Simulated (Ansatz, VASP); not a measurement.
One calculation of TlBr, two programs

Contents of POSCAR:

```
TlBr
1.0
    3.9461933165      0.0000000000      0.0000000000
    0.0000000000      3.9461933165      0.0000000000
    0.0000000000      0.0000000000      3.9461933165
Tl Br
1 1
Direct
    0.0000000000      0.0000000000      0.0000000000
    0.5000000000      0.5000000000      0.5000000000
```

File INCAR.step1:

```
PREC = Accurate
ENCUT = 400
EDIFF = 1E-5
ISMEAR = 0
SIGMA = 0.01
LREAL = F
LASPH = T
NELM = 120
ALGO = Normal
ISIF = 2
LWAVE = T
LCHARG = F
NBANDS = 17
GGA = PE
GGA_COMPAT = F
```

INCAR.step2

```
PREC = Accurate
ENCUT = 400
EDIFF = 1E-6
ISMEAR = 0
SIGMA = 0.01
LREAL = F
LASPH = T
NELM = 120
ALGO = Normal
ISIF = 2
LWAVE = F
LCHARG = F
GGA = PE
LHFCALC = T
AEXX = 0.15
PRECFOCK = Normal
NBANDS = 17
ISTART = 1
GGA_COMPAT = F
```

KPOINTS

```
regular mesh
0
Gamma
  4 4 4
```

Input for Ansatz:

```yaml
crystal:
  lattice:
    - [3.9461933165, 0.0, 0.0]
    - [0.0, 3.9461933165, 0.0]
    - [0.0, 0.0, 3.9461933165]
  atoms:
    - { symbol: Tl, position: [0.0, 0.0, 0.0] }
    - { symbol: Br, position: [0.5, 0.5, 0.5] }
kpoints:
  mp_grid: { grid: [4, 4, 4] }
hamiltonian:
  xc: { exchange: pbe, correlation: pbe, exx: { coeff: 0.15 } }
scf:
  occupations: { method: fixed }
  n_extra_bands: 4
output:
  forces: true
  stress: true
  eigenvalues: true
```

Alike in both runs: task single point; functional PBE-based global hybrid; k mesh 4 × 4 × 4; no spin polarisation.

|  | VASP | Ansatz |
| --- | --- | --- |
| version | VASP 6.6.1 | Ansatz 0.2.0 |
| potentials or method | VASP PAW PBE potentials, release 64 (Tl_d, Br) | plane waves |
| plane-wave cutoff (eV) | 400 | 420 |
| occupations | gaussian, width 0.01 eV | fixed |
| valence electrons in the cell | 20 | 20 |

Ansatz gave:

```
gap on the k mesh at the Fermi level (eV) : 2.56
pressure (GPa)                            : 1.8
```

Question: What did VASP give for the same quantities?

Answer: gap on the k mesh at the Fermi level (eV): 2.59; pressure (GPa): 1.6.

VASP's potentials were made for PBE, not for PBE-based global hybrid. Ansatz's warnings: stress exchange threshold loose, stress scf threshold loose.

Neither program's run includes spin-orbit coupling.
